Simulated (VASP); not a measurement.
Mg: single point with PBE

Crystal: Mg.

```xyz
1
Lattice="0.0000 2.2443 2.2443 2.2443 0.0000 2.2443 2.2443 2.2443 0.0000" Properties=species:S:1:pos:R:3 pbc="T T T"
Mg    0.0000    0.0000    0.0000
```

```
Program             : VASP 6.6.1
Task                : single point
Functional          : PBE
Potentials or basis : VASP PAW PBE potentials, release 64 (Mg)
Cutoff              : 520 eV
k mesh              : 14 × 14 × 14
Occupations         : gaussian, width 0.05 eV
Spin                : no spin polarisation
```

```json
{"Pressure": "0.8 GPa", "Band gap on the k mesh": "zero (band 1 reaches 3.71 eV, above the bottom of band 2 at 1.42 eV)"}
```

Levels at points of the mesh, in eV from the Fermi level:
```csv
k point,band 1,band 2,band 3,band 4,band 5,band 6
"(0.00, 0.00, 0.00)",-6.98,12.47,12.47,12.47,14.48,14.48
"(0.50, 0.00, 0.00)",-1.72,-1.27,11.36,11.36,12.25,12.25
"(0.50, 0.50, 0.00)",-0.21,0.82,6.13,7.04,7.04,9.94
```

Wall time 10 s on 1 thread of Intel(R) Xeon(R) Platinum 8259CL CPU @ 2.50GHz (Skylake/Cascade Lake) (shared host), peak memory 0.14 GiB.
